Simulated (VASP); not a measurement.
Set up this calculation in VASP 6.6.1, as the native input.

- Task: relaxation of shape and atoms at fixed volume
- Functional: PBE
- Potentials or basis: VASP PAW PBE potentials, release 64 (Pd)
- Cutoff: 600 eV
- k mesh: 16 × 16 × 16
- Occupations: fermi-dirac, width 0.05 eV
- Spin: no spin polarisation
- Dipole correction: no
- Further INCAR settings: ALGO = Normal; EDIFF = 1e-06; IBRION = 2; EDIFFG = -0.005; NSW = 50; ISIF = 4

The structure of Pd lies in POSCAR:

```
Pd
1.0
   -2.2771968477      2.2771968477      1.2222295844
    2.2771968477     -2.2771968477      1.2222295844
    2.2771968477      2.2771968477     -1.2222295844
Pd
2
Direct
   -0.3750000000     -0.1250000000     -0.2500000000
    0.3750000000      0.1250000000      0.2500000000
```

The input as run:

INCAR

```
PREC = Accurate
ENCUT = 600
EDIFF = 1E-6
ISMEAR = -1
SIGMA = 0.05
LREAL = False
LASPH = True
NELM = 100
ALGO = Normal
ISIF = 4
LWAVE = False
LCHARG = False
GGA = PE
IBRION = 2
NSW = 50
EDIFFG = -0.005
```

KPOINTS

```
regular mesh
0
Gamma
  16 16 16
```

Potentials or basis: VASP PAW PBE potentials, release 64 (Pd).

The run is started by

```sh
$ cat potpaw_PBE.64/Pd/POTCAR > POTCAR
$ mpirun -np 1 vasp_std > vasp.out
```

Results of the run:

```yaml
Energy_gained_by_relaxing: 0.0 meV/atom
Ionic_steps: 3
Pressure_after_relaxing: 83.3 GPa
Band_gap_on_the_k_mesh: zero (bands 10 and 11 overlap by 1.82 eV)
```

It took 5.3 min on 1 thread of Oxide Virtual Turin-like Processor, with other jobs on the host, peak memory 0.24 GiB.
